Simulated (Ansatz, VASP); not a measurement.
Two plane-wave programs on CdSe

File POSCAR:

```
CdSe
1.0
    4.4059624121      0.0000000000      0.0000000000
   -2.2029812060      3.8156753770      0.0000000000
    0.0000000000      0.0000000000      6.6644400000
Cd Se
2 2
Direct
    0.6666666667      0.3333333333      0.0000000000
    0.3333333333      0.6666666667      0.5000000000
    0.6666666667      0.3333333333      0.3750000000
    0.3333333333      0.6666666667      0.8750000000
```

File INCAR.step1:

```
PREC = Accurate
ENCUT = 520
ISMEAR = 0
SIGMA = 0.05
LREAL = False
LASPH = True
NELM = 100
NBANDS = 26
GGA = PE
ALGO = Normal
EDIFF = 1E-4
LWAVE = True
LCHARG = False
```

The input INCAR.step2:

```
PREC = Accurate
ENCUT = 520
EDIFF = 1E-7
ISMEAR = 0
SIGMA = 0.05
LREAL = False
LASPH = True
NELM = 100
ALGO = Normal
ISIF = 2
LWAVE = False
LCHARG = True
METAGGA = R2SCAN
LMIXTAU = True
LELF = True
LVHAR = True
NBANDS = 26
ISTART = 1
```

KPOINTS

```
Automatic mesh
0
Gamma
  6 6 4
```

Input for Ansatz:

```yaml
crystal:
  lattice:
    - [4.4059624121, 0.0, 0.0]
    - [-2.202981206, 3.815675377, 0.0]
    - [0.0, 0.0, 6.66444]
  atoms:
    - { symbol: Cd, position: [0.6666666667, 0.3333333333, 0.0] }
    - { symbol: Cd, position: [0.3333333333, 0.6666666667, 0.5] }
    - { symbol: Se, position: [0.6666666667, 0.3333333333, 0.375] }
    - { symbol: Se, position: [0.3333333333, 0.6666666667, 0.875] }
basis:
  ecutwfc: 500
kpoints:
  mp_grid: { grid: [6, 6, 4] }
hamiltonian:
  xc: r2scan
scf:
  occupations: { method: gaussian, width: 0.05 }
output:
  forces: true
  stress: true
  eigenvalues: true
```

Change from the starting cell: strain +0.025 along x and y, -0.050 along z, atoms carried along.

Alike in both runs: task single point; functional r2SCAN; k mesh 6 × 6 × 4; occupations gaussian, width 0.05 eV; no spin polarisation.

|  | VASP | Ansatz |
| --- | --- | --- |
| version | VASP 6.6.1 | Ansatz 0.2.0 |
| potentials or method | VASP PAW PBE potentials, release 64 (Cd, Se), cutoff 520 eV | scalar-relativistic, plane waves, PAW |
| valence electrons in the cell | 36 | 72 |

```tsv
	VASP	Ansatz	Ansatz less VASP
gap on the k mesh at the Fermi level (eV)	1.16	1.17	+0.012
least direct gap on the mesh (eV)	1.16	1.17	+0.012
pressure (GPa)	2.6	2.3	-0.29
traceless stress, the component that is largest in VASP (GPa)	5.93	5.80	-0.130
rms of the force components (eV/Å)	0.489	0.477	-0.0129
```

VASP's potentials were made for PBE, not for r2SCAN. Atom by atom the forces differ by 0.013 eV/Å (rms over components). With one functional, cell and mesh, what is left measures potentials, basis and numerics. VASP's potentials hold 36 valence electrons a cell and Ansatz's 72, so a difference there can come from the potentials and not from the codes.
